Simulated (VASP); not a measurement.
# SiO2 (P4_2/mnm) in VASP: notebook

Runs on SiO2. Level: r2SCAN. Tasks: dielectric tensor.

Program: VASP 6.6.1. These are calculated values, not measurements. Logs are shortened: lines on timing, memory, paths and dates and some standing lists are left out, and cuts for length are marked.

## 1. The cell of the first run

The structure is tetragonal, space group P4_2/mnm (No. 136). Conventional cell: a = 4.185 Å, b = 4.185 Å, c = 2.669 Å, α = 90.00°, β = 90.00°, γ = 90.00°. Within 2.3 Å of Si (site symmetry mmm) lie 6 O at 1.76 to 1.81 Å. O (site symmetry m2m) has 3 Si at 1.76 to 1.81 Å and 1 O at 2.30 Å within 2.3 Å.

## 2. Dielectric tensor, r2SCAN

INCAR

```
ALGO     = Normal         # electronic algorithm
EDIFF    = 1E-8           # SCF threshold, eV
ENCUT    = 520            # plane-wave cutoff, eV
ISIF     = 2              # what is computed and relaxed
ISMEAR   = 0              # smearing method
LASPH    = True           # aspherical terms in the spheres
LCALCEPS = True         
LCHARG   = False          # write CHGCAR
LMIXTAU  = True         
LREAL    = False          # projectors in reciprocal space
LWAVE    = False          # write WAVECAR
METAGGA  = R2SCAN         # meta-GGA
NELM     = 100            # most SCF steps
PREC     = Accurate       # precision mode
SIGMA    = 0.01           # smearing width, eV
```

KPOINTS

```
k-points
0
Gamma
  6 6 8
```

POSCAR

```
SiO2
1.0
    4.1851887986      0.0000000000      0.0000000000
    0.0000000000      4.1851887986      0.0000000000
    0.0000000000      0.0000000000      2.6688398910
Si O
2 4
Direct
    0.0000000000      0.0000000000      0.0000000000
    0.5000000000      0.5000000000      0.5000000000
    0.3061010090      0.3061010090      0.0000000000
    0.1938989910      0.8061010090      0.5000000000
    0.8061010090      0.1938989910      0.5000000000
    0.6938989910      0.6938989910      0.0000000000
```

Potentials or basis: VASP PAW PBE potentials, release 64 (Si, O).

Launch:

```
$ cat potpaw_PBE.64/Si/POTCAR potpaw_PBE.64/O/POTCAR > POTCAR
$ mpirun -np 1 vasp_std > vasp.out
```

OUTCAR:

```text
EDIFF = 1E-8
   ENCUT = 520
   ISIF = 2
   ISMEAR = 0
   LASPH = True
   LREAL = False
   METAGGA = R2SCAN
   NELM = 100
   PREC = Accurate

 ion  position               nearest neighbor table
   1  0.000  0.000  0.000-   4 1.76   5 1.76   4 1.76   5 1.76   3 1.81   6 1.81
   2  0.500  0.500  0.500-   3 1.76   6 1.76   3 1.76   6 1.76   5 1.81   4 1.81
   3  0.306  0.306  0.000-   2 1.76   2 1.76   1 1.81
   4  0.194  0.806  0.500-   1 1.76   1 1.76   2 1.81
   5  0.806  0.194  0.500-   1 1.76   1 1.76   2 1.81
   6  0.694  0.694  0.000-   2 1.76   2 1.76   1 1.81

  LATTYP: Found a simple tetragonal cell.
 ALAT       =     4.1851887986
 C/A-ratio  =     0.6376868570

  Lattice vectors:

 A1 = (   4.1851887986,   0.0000000000,   0.0000000000)
 A2 = (   0.0000000000,   4.1851887986,   0.0000000000)
 A3 = (   0.0000000000,   0.0000000000,   2.6688398910)

Analysis of symmetry for initial positions (statically):
=====================================================================
 Subroutine PRICEL returns:
 Original cell was already a primitive cell.

 Routine SETGRP: Setting up the symmetry group for a
 simple tetragonal supercell.

 Subroutine GETGRP returns: Found 16 space group operations
 (whereof  8 operations were pure point group operations)
 out of a pool of 16 trial point group operations.

The static configuration has the point symmetry D_2h.
 The point group associated with its full space group is D_4h.

Analysis of symmetry for dynamics (positions and initial velocities):
=====================================================================
 Subroutine PRICEL returns:
 Original cell was already a primitive cell.

 Routine SETGRP: Setting up the symmetry group for a
 simple tetragonal supercell.

 Subroutine GETGRP returns: Found 16 space group operations
 (whereof  8 operations were pure point group operations)
 out of a pool of 16 trial point group operations.

The dynamic configuration has the point symmetry D_2h.
 The point group associated with its full space group is D_4h.

 Subroutine INISYM returns: Found 16 space group operations
 (whereof  8 operations are pure point group operations),
 and found     1 'primitive' translations

----------------------------------------------------------------------------------------

                                     Primitive cell

  volume of cell :      46.7469

  direct lattice vectors                    reciprocal lattice vectors
     4.185188799  0.000000000  0.000000000     0.238937847  0.000000000  0.000000000
     0.000000000  4.185188799  0.000000000     0.000000000  0.238937847  0.000000000
     0.000000000  0.000000000  2.668839891     0.000000000  0.000000000  0.374694639

  length of vectors
     4.185188799  4.185188799  2.668839891     0.238937847  0.238937847  0.374694639

  position of ions in fractional coordinates (direct lattice)
     0.000000000  0.000000000  0.000000000
     0.500000000  0.500000000  0.500000000
     0.306101009  0.306101009  0.000000000
     0.193898991  0.806101009  0.500000000
     0.806101009  0.193898991  0.500000000
     0.693898991  0.693898991  0.000000000

  ion indices of the primitive-cell ions
   primitive index   ion index
                 1           1
                 2           2
                 3           3
                 4           4
                 5           5
                 6           6

----------------------------------------------------------------------------------------

 KPOINTS: k-points

Automatic generation of k-mesh.
 Grid dimensions read from file:
 generate k-points for:    6    6    8

 Generating k-lattice:

[... 56 lines left out ...]
   LNONCOLLINEAR =      F non collinear calculations
   LSORBIT =      F    spin-orbit coupling
   LASPH  =      T    aspherical Exc in radial PAW
   ENCUT  =  520.0 eV  38.22 Ry    6.18 a.u.   7.78  7.78  4.96*2*pi/ulx,y,z
   NELM   =    100;   NELMIN=  2; NELMDL= -5     # of ELM steps
   EDIFF  = 0.1E-07   stopping-criterion for ELM
   LREAL  =      F    real-space projection
   EDIFFG = 0.1E-06   stopping-criterion for IOM
   NSW    =      0    number of steps for IOM
   IBRION =     -1    ionic relax: 0-MD 1-quasi-New 2-CG
   NFREE  =      0    steps in history (QN), initial steepest desc. (CG)
   ISIF   =      2    stress and relaxation
   ISYM   =      2    0-nonsym 1-usesym 2-fastsym
   POTIM  = 0.5000    time-step for ionic-motion
   TEBEG  =    0.0;   TEEND  =   0.0 temperature during run
   PSTRESS=    0.0 pullay stress
   NELECT =      32.0000    total number of electrons
   NUPDOWN=      -1.0000    fix difference up-down
   EMIN   =  10.00;   EMAX   =-10.00  energy-range for DOS
   EFERMI =   0.00;   METHOD = LEGACY
   ISMEAR =     0;   SIGMA  =   0.01  broadening in eV -4-tet -1-fermi 0-gaus
   EFERMI_NEDOS =   21; number of points for ismear=-14 and -15
   IALGO  =     38    algorithm
   IMIX   =      4    mixing-type and parameters
     AMIX     =   0.40;   BMIX     =  1.00
     AMIX_MAG =   1.60;   BMIX_MAG =  1.00
  volume/ion in A,a.u.               =       7.79        52.58
  Fermi-wavevector in a.u.,A,eV,Ry     =   1.442804  2.726504 28.323014  2.081683
  Thomas-Fermi vector in A             =   2.561283
   LORBIT       =      0    0 simple, 1 ext, 2 COOP (PROOUT), +10 PAW based schemes
   METAGGA = R2SCAN    functional components
   LHFCALC =     F    Hartree Fock is set to
   AEXX    =    0.0000 exact exchange contribution
   IVDW    =     0    specifies the selected vdW correction
   LEPSILON=     F    determine dielectric tensor
   LRPA    =     F    only Hartree local field effects (RPA)
   LRPA       =     F
 non-spin polarized calculation
 Gauss-broadening in eV      SIGMA  =   0.01
  energy-cutoff  :      520.00
  volume of cell :       46.75
 maximum number of plane-waves:      1282
 NGX is ok and might be reduce to    32
   NGX = 15   NGY = 15   NGZ =  9

 Total electronic dipole moment: p[elc]=(     0.00000    -0.00000    -0.00000 ) |e| Angst

 Total electronic dipole moment: p[elc]=(     0.00000     0.00563     0.00000 ) |e| Angst

 number of electron      31.9999977 magnetization

 Free energy of the ion-electron system (eV)
  ---------------------------------------------------
  ext. energy  EPLUGINS =         0.00000000
  ---------------------------------------------------
  free energy    TOTEN  =       -58.78564330 eV

  energy without entropy =      -58.78564330  energy(sigma->0) =      -58.78564330

 E-fermi :   7.8486     XC(G=0): -12.8667

 val. band max:        7.7882557503   @ k =   0.0000   0.0000   0.0000
 cond. band min:   10000.0000000000   @ k =   0.0000   0.0000   0.0000
 fundamental gap:   9992.2117442497
 Fermi energy:         7.8485558907

 k-point     1 :       0.0000    0.0000    0.0000
  band No.  band energies     occupation
      1     -15.7435      2.00000
      2     -12.1600      2.00000
      3     -12.1600      2.00000
      4     -11.9007      2.00000
      5      -3.2429      2.00000
      6       1.2824      2.00000
[... 541 lines left out ...]
     19   10000.0000      0.00000
     20   10000.0000      0.00000

 [... further k-points ...]

------------------------ aborting loop because EDIFF is reached ----------------------------------------

            Ionic dipole moment: p[ion]=(    -8.37038    -8.37038   -21.35072 ) |e| Angst

 Total electronic dipole moment: p[elc]=(     0.00000    -0.00000     0.00604 ) |e| Angst

 MACROSCOPIC STATIC DIELECTRIC TENSOR (including local field effects)
 ------------------------------------------------------
           3.178784    -0.000000     0.000000
          -0.000000     3.178784     0.000000
           0.000000     0.000000     3.338210
 ------------------------------------------------------

 PIEZOELECTRIC TENSOR (including local field effects) (e Angst)
          XX          YY          ZZ          XY          YZ          ZX
  --------------------------------------------------------------------------------
  x     0.00000     0.00000     0.00000     0.00000     0.00000     0.00000
  y     0.00000     0.00000     0.00000     0.00000     0.00000     0.00000
  z     0.00000     0.00000     0.00000     0.00000     0.00000     0.00000

 PIEZOELECTRIC TENSOR (including local field effects) (C/m^2)
          XX          YY          ZZ          XY          YZ          ZX
  --------------------------------------------------------------------------------
  x     0.00000     0.00000     0.00000     0.00000     0.00000     0.00000
  y     0.00000     0.00000     0.00000     0.00000     0.00000     0.00000
  z     0.00000     0.00000     0.00000     0.00000     0.00000     0.00000

 BORN EFFECTIVE CHARGES (including local field effects) (in |e|, cummulative output)
 ---------------------------------------------------------------------------------
 ion    1
    1     3.81481     0.35938     0.00000
    2     0.35938     3.81481     0.00000
    3     0.00000     0.00000     4.04091
 ion    2
    1     3.81481    -0.35938     0.00000
    2    -0.35938     3.81481     0.00000
    3     0.00000     0.00000     4.04091
 ion    3
    1    -1.90741    -0.55414     0.00000
    2    -0.55414    -1.90741     0.00000
    3     0.00000     0.00000    -2.02045
 ion    4
    1    -1.90741     0.55414     0.00000
    2     0.55414    -1.90741     0.00000
    3     0.00000     0.00000    -2.02045
 ion    5
    1    -1.90741     0.55414     0.00000
    2     0.55414    -1.90741     0.00000
    3     0.00000     0.00000    -2.02045
 ion    6
    1    -1.90741    -0.55414     0.00000
    2    -0.55414    -1.90741     0.00000
    3     0.00000     0.00000    -2.02045

  FORCE on cell =-STRESS in cart. coord.  units (eV):
  Direction    XX          YY          ZZ          XY          YZ          ZX
  --------------------------------------------------------------------------------------
  -------------------------------------------------------------------------------------
  Total        0.0291959      0.0291959      0.2912718      0.0000000      0.0000000      0.0000000
  in kB        1.0006448      1.0006448      9.9828936      0.0000000      0.0000000      0.0000000
  external PRESSURE =       3.9947277 kB  Pullay stress =       0.0000000 kB

 VOLUME and BASIS-vectors are now :
 -----------------------------------------------------------------------------
  energy-cutoff  :      520.00
  volume of cell :       46.75
      direct lattice vectors                 reciprocal lattice vectors
     4.185188799  0.000000000  0.000000000     0.238937847  0.000000000  0.000000000
     0.000000000  4.185188799  0.000000000     0.000000000  0.238937847  0.000000000
     0.000000000  0.000000000  2.668839891     0.000000000  0.000000000  0.374694639

 POSITION                                       TOTAL-FORCE (eV/Angst)
 -----------------------------------------------------------------------------------
      0.00000      0.00000      0.00000         0.000000      0.000000     -0.000000
      2.09259      2.09259      1.33442         0.000000      0.000000     -0.000000
      1.28109      1.28109      0.00000        -0.015197     -0.015197      0.000000
      0.81150      3.37368      1.33442         0.015197     -0.015197     -0.000000
      3.37368      0.81150      1.33442        -0.015197      0.015197     -0.000000
      2.90410      2.90410      0.00000         0.015197      0.015197     -0.000000
 -----------------------------------------------------------------------------------
    total drift:                                0.000000      0.000000     -0.000000

  FREE ENERGIE OF THE ION-ELECTRON SYSTEM (eV)
  ---------------------------------------------------
  free  energy   TOTEN  =       -58.7856433023 eV

  energy  without entropy=      -58.7856433023  energy(sigma->0) =      -58.78564330
```

Wall time 77 min (1 thread of Oxide Virtual Turin-like, shared host); peak memory 0.43 GiB.

What came out:

| Item | Value |
| --- | --- |
| Band gap on the k mesh | 6.51 eV |
| Electronic dielectric tensor (diagonal) | 3.18, 3.18, 3.34 |
| Born charges (mean of the diagonal) | Si +3.89; O -1.95 e |

Electronic dielectric tensor:
```
3.18 0.00 0.00
0.00 3.18 0.00
0.00 0.00 3.34
```

Born effective charge tensors (e):
atom 1, Si
```
3.81 0.36 0.00
0.36 3.81 0.00
0.00 0.00 4.04
```
atom 2, Si
```
 3.81 -0.36  0.00
-0.36  3.81  0.00
 0.00  0.00  4.04
```
atom 3, O
```
-1.91 -0.55  0.00
-0.55 -1.91  0.00
 0.00  0.00 -2.02
```
atom 4, O
```
-1.91  0.55  0.00
 0.55 -1.91  0.00
 0.00  0.00 -2.02
```
atom 5, O
```
-1.91  0.55  0.00
 0.55 -1.91  0.00
 0.00  0.00 -2.02
```
atom 6, O
```
-1.91 -0.55  0.00
-0.55 -1.91  0.00
 0.00  0.00 -2.02
```

Dipole moments of the cell (e·Å, modulo the quantum): ionic -8.370, -8.370, -21.351; electronic 0.000, 0.000, 0.006

Caveat: the PAW data sets were made with another functional, which shifts forces and pressure a little. A k mesh can miss the band edges.

## 3. Dielectric tensor, r2SCAN (strain +3.0%)

INCAR

```
  ALGO = Normal
  EDIFF = 1E-8
  ENCUT = 520
  ISIF = 2
  ISMEAR = 0
  LASPH = T
  LCALCEPS = T
  LCHARG = F
  LMIXTAU = T
  LREAL = F
  LWAVE = F
  METAGGA = R2SCAN
  NELM = 60
  PREC = Accurate
  SIGMA = 0.01
```

KPOINTS is that of step 2.

POSCAR

```
SiO2
1.0
    4.3107444626      0.0000000000      0.0000000000
    0.0000000000      4.3107444626      0.0000000000
    0.0000000000      0.0000000000      2.7489050877
Si O
2 4
Direct
    0.0000000000      0.0000000000      0.0000000000
    0.5000000000      0.5000000000      0.5000000000
    0.3095729617      0.3095729617      0.0000000000
    0.1904270383      0.8095729617      0.5000000000
    0.8095729617      0.1904270383      0.5000000000
    0.6904270383      0.6904270383      0.0000000000
```

Potentials or basis: VASP PAW PBE potentials, release 64 (Si, O).

Launch:

```
$ cat potpaw_PBE.64/Si/POTCAR potpaw_PBE.64/O/POTCAR > POTCAR
$ mpirun -np 1 vasp_std > vasp.out
```

OUTCAR:

```text
EDIFF = 1E-8
   ENCUT = 520
   ISIF = 2
   ISMEAR = 0
   LASPH = T
   LREAL = F
   METAGGA = R2SCAN
   NELM = 60
   PREC = Accurate

 ion  position               nearest neighbor table
   1  0.000  0.000  0.000-   4 1.80   5 1.80   4 1.80   5 1.80   3 1.89   6 1.89
   2  0.500  0.500  0.500-   3 1.80   6 1.80   3 1.80   6 1.80   5 1.89   4 1.89
   3  0.310  0.310  0.000-   2 1.80   2 1.80   1 1.89
   4  0.190  0.810  0.500-   1 1.80   1 1.80   2 1.89
[... 820 lines left out ...]
  -------------------------------------------------------------------------------------
  Total       -6.3484973     -6.3484973     -9.1823334     -0.0000000      0.0000000      0.0000000
  in kB     -199.1210704   -199.1210704   -288.0045410     -0.0000000      0.0000000      0.0000000
  external PRESSURE =    -228.7488939 kB  Pullay stress =       0.0000000 kB

 VOLUME and BASIS-vectors are now :
 -----------------------------------------------------------------------------
  energy-cutoff  :      520.00
  volume of cell :       51.08
      direct lattice vectors                 reciprocal lattice vectors
     4.310744463  0.000000000  0.000000000     0.231978492  0.000000000  0.000000000
     0.000000000  4.310744463  0.000000000     0.000000000  0.231978492  0.000000000
     0.000000000  0.000000000  2.748905088     0.000000000  0.000000000  0.363781203

 POSITION                                       TOTAL-FORCE (eV/Angst)
 -----------------------------------------------------------------------------------
      0.00000      0.00000      0.00000        -0.000000     -0.000000      0.000000
      2.15537      2.15537      1.37445        -0.000000     -0.000000      0.000000
      1.33449      1.33449      0.00000        -0.010906     -0.010906      0.000000
      0.82088      3.48986      1.37445         0.010906     -0.010906      0.000000
      3.48986      0.82088      1.37445        -0.010906      0.010906     -0.000000
      2.97625      2.97625      0.00000         0.010906      0.010906     -0.000000
 -----------------------------------------------------------------------------------
    total drift:                                0.000000     -0.000000      0.000000

  FREE ENERGIE OF THE ION-ELECTRON SYSTEM (eV)
  ---------------------------------------------------
  free  energy   TOTEN  =       -58.4634225346 eV

  energy  without entropy=      -58.4634225346  energy(sigma->0) =      -58.46342253
```

OSZICAR:

```text
N       E                     dE             d eps       ncg     rms          rms(c)
DAV:   1     0.151500100962E+03    0.15150E+03   -0.18514E+04  2008   0.156E+03
DAV:   2    -0.651706719934E+02   -0.21667E+03   -0.20950E+03  2724   0.329E+02
DAV:   3    -0.726650063770E+02   -0.74943E+01   -0.74675E+01  2392   0.658E+01
[... 13 lines left out ...]
DMP:   9    -0.584634223974E+02   -0.93921E-07   -0.10971E-06  1000   0.214E-06   0.117E-06
DMP:  10    -0.584634224722E+02   -0.74848E-07   -0.59894E-07  1000   0.978E-07   0.999E-07
DMP:  11    -0.584634225113E+02   -0.39094E-07   -0.27789E-07  1000   0.455E-07   0.462E-07
DMP:  12    -0.584634225283E+02   -0.17020E-07   -0.11692E-07  1000   0.208E-07   0.163E-07
DMP:  13    -0.584634225346E+02   -0.62657E-08   -0.44305E-08  1000   0.969E-08   0.268E-08
   1 F= -.58463423E+02 E0= -.58463423E+02  d E =-.491613E-19
```

Run time: 40 min. Hardware: 1 thread of Oxide Virtual Turin-like, shared host; peak memory 0.39 GiB.

Results:

* Band gap on the k mesh: 5.06 eV
* Electronic dielectric tensor (diagonal): 3.30, 3.30, 3.48
* Born charges (mean of the diagonal): Si +3.95; O -1.98 e

Electronic dielectric tensor:
```
3.30 0.00 0.00
0.00 3.30 0.00
0.00 0.00 3.48
```

Born effective charge tensors (e):
atom 1, Si
```
3.86 0.43 0.00
0.43 3.86 0.00
0.00 0.00 4.13
```
atom 2, Si
```
 3.86 -0.43  0.00
-0.43  3.86  0.00
 0.00  0.00  4.13
```
atom 3, O
```
-1.93 -0.59  0.00
-0.59 -1.93  0.00
 0.00  0.00 -2.06
```
atom 4, O
```
-1.93  0.59  0.00
 0.59 -1.93  0.00
 0.00  0.00 -2.06
```
atom 5, O
```
-1.93  0.59  0.00
 0.59 -1.93  0.00
 0.00  0.00 -2.06
```
atom 6, O
```
-1.93 -0.59  0.00
-0.59 -1.93  0.00
 0.00  0.00 -2.06
```

Dipole moments of the cell (e·Å, modulo the quantum): ionic -8.621, -8.621, -21.991; electronic 0.000, 0.000, 0.007

Caveat: the cell differs from its parent crystal (strain +3.0%); the PAW data sets were made with another functional, which shifts forces and pressure a little. A k mesh can miss the band edges.
